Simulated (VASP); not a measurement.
Zr:

```xyz
2
Lattice="3.2051 0.0000 0.0000 -1.6025 2.7757 0.0000 0.0000 0.0000 5.2339" Properties=species:S:1:pos:R:3 pbc="T T T"
Zr    0.0000    0.0000    0.0000
Zr    0.0000    1.8504    2.6169
```

```yaml
Program: VASP 6.6.1
Task: relaxation of cell and atoms
Functional: PBE
Potentials_or_basis: VASP PAW PBE potentials, release 64 (Zr_sv)
Cutoff: 600 eV
k_mesh: 18 × 18 × 8
Occupations: gaussian, width 0.1 eV
Spin: no spin polarisation
```

At the start: pressure 0.4 GPa; volume 23.28 Å³/atom.

**Question.** How do energy, volume and symmetry change on relaxing?

**Answer.** Over 5 steps the energy falls by 2.2 meV/atom and the volume is 23.40 Å³/atom (+0.5 %); space group P6_3/mmc (No. 194, to 0.05 Å).

Step by step:
| step | energy change (eV) | largest force (eV/Å) | pressure (GPa) | volume (Å³) |
| --- | --- | --- | --- | --- |
| 1 | 0.0000 | 0.0000 | 0.37 | 46.56 |
| 2 | -0.0036 | 0.0000 | -0.29 | 46.92 |
| 3 | -0.0038 | 0.0000 | -0.46 | 47.03 |
| 4 | -0.0041 | 0.0000 | 0.32 | 46.64 |
| 5 | -0.0043 | 0.0000 | 0.02 | 46.80 |

Final structure:
```cif
data_structure
_symmetry_space_group_name_H-M 'P 1'
_symmetry_Int_Tables_number 1
_cell_length_a 3.2334
_cell_length_b 3.2334
_cell_length_c 5.1686
_cell_angle_alpha 90.000
_cell_angle_beta 90.000
_cell_angle_gamma 120.000
_cell_volume 46.80
loop_
_atom_site_label
_atom_site_type_symbol
_atom_site_fract_x
_atom_site_fract_y
_atom_site_fract_z
_atom_site_occupancy
Zr1 Zr 0.00000 0.00000 0.00000 1
Zr2 Zr 0.33333 0.66667 0.50000 1
```
